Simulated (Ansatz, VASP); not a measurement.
HPbNO4: VASP beside Ansatz

```
CELL_PARAMETERS angstrom
4.35916 -0.00041 0.00648
-2.12486 5.30989 -0.05003
-2.16542 -1.90233 5.01131
ATOMIC_POSITIONS crystal
H 0.99073 0.03330 0.90994
Pb 0.50274 0.81989 0.14287
N 0.00838 0.47408 0.50265
O 0.99816 0.92741 0.02877
O 0.19467 0.73435 0.60852
O 0.81673 0.35882 0.24556
O 0.01381 0.33121 0.65217
```

Change from the starting cell: volume scaled by 1.06.

Alike in both runs: task single point; functional PBE; k mesh 6 × 4 × 4; occupations fermi-dirac, width 0.05 eV; no spin polarisation.

|  | VASP | Ansatz |
| --- | --- | --- |
| version | VASP 6.6.1 | Ansatz 0.2.0 |
| potentials or method | VASP PAW PBE potentials, release 64 (H, Pb_d, N, O), cutoff 520 eV | all-electron LAPW, scalar-relativistic |

VASP gave:

- gap on the k mesh at the Fermi level (eV): 2.75
- least direct gap on the mesh (eV): 3.02
- pressure (GPa): -3.9
- traceless stress, the component that is largest in VASP (GPa): 1.63
- rms of the force components (eV/Å): 0.456

Task: Estimate Ansatz's values.

Result: gap on the k mesh at the Fermi level (eV): 2.77; least direct gap on the mesh (eV): 3.05; pressure (GPa): -4.4; traceless stress, the component that is largest in VASP (GPa): 2.34; rms of the force components (eV/Å): 0.596.

Atom by atom the forces differ by 0.144 eV/Å (rms over components). Ansatz ran all-electron here, and VASP with PAW potentials.

Spin-orbit coupling is off throughout.
